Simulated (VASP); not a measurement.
Set up this calculation in VASP 6.6.1, as the native input.

- Task: single point
- Functional: r2SCAN
- Potentials or basis: VASP PAW PBE potentials, release 64 (Sn_d)
- Cutoff: 550 eV
- k mesh: 6 × 6 × 6
- Occupations: fermi-dirac, width 0.02 eV
- Spin: no spin polarisation
- Dipole correction: no
- Further INCAR settings: ALGO = Normal; EDIFF = 1e-06; NBANDS = 21

Crystal: Sn.

```
CELL_PARAMETERS angstrom
0.00000 3.28446 3.08969
3.28446 0.00000 3.08969
3.28446 3.28446 0.00000
ATOMIC_POSITIONS crystal
Sn 0.00000 0.00000 0.00000
Sn 0.25000 0.25000 0.25000
```

This cell differs from its parent crystal: uniaxial z strain -5.9%.

One way to write it, as run:

POSCAR

```
Sn
1.0
    0.0000000000      3.2844597802      3.0896913153
    3.2844597802      0.0000000000      3.0896913153
    3.2844597802      3.2844597802      0.0000000000
Sn
2
Direct
    0.0000000000      0.0000000000      0.0000000000
    0.2500000000      0.2500000000      0.2500000000
```

INCAR.step1

```
SYSTEM = Sn
PREC = Accurate
ENCUT = 550
ISMEAR = -1
SIGMA = 0.02
LREAL = .FALSE.
LASPH = .TRUE.
NELM = 120
NBANDS = 21
GGA = PE
ALGO = Normal
EDIFF = 1E-5
LWAVE = .TRUE.
LCHARG = .FALSE.
GGA_COMPAT = .FALSE.
```

INCAR.step2

```
SYSTEM = Sn
PREC = Accurate
ENCUT = 550
EDIFF = 1E-6
ISMEAR = -1
SIGMA = 0.02
LREAL = .FALSE.
LASPH = .TRUE.
NELM = 120
ALGO = Normal
ISIF = 2
LWAVE = .FALSE.
LCHARG = .FALSE.
METAGGA = R2SCAN
LMIXTAU = .TRUE.
NBANDS = 21
ISTART = 1
GGA_COMPAT = .FALSE.
```

KPOINTS

```
regular mesh
0
G
  6 6 6
  0 0 0
```

Potentials or basis: VASP PAW PBE potentials, release 64 (Sn_d).

Command:

```console
$ cat potpaw_PBE.64/Sn_d/POTCAR > POTCAR
$ cp INCAR.step1 INCAR
$ mpirun -np 1 vasp_std > vasp.out
$ cp INCAR.step2 INCAR
$ mpirun -np 1 vasp_std > vasp.out
```

It gave:

```json
{"Pressure": "3.0 GPa"}
```

Caveat: the cell differs from its parent crystal (uniaxial z strain -5.9%); the PAW data sets were made with another functional, which shifts forces and pressure a little.

It took 2.4 min on 1 thread of Intel Xeon 8259CL (shared host), peak memory 0.23 GiB.
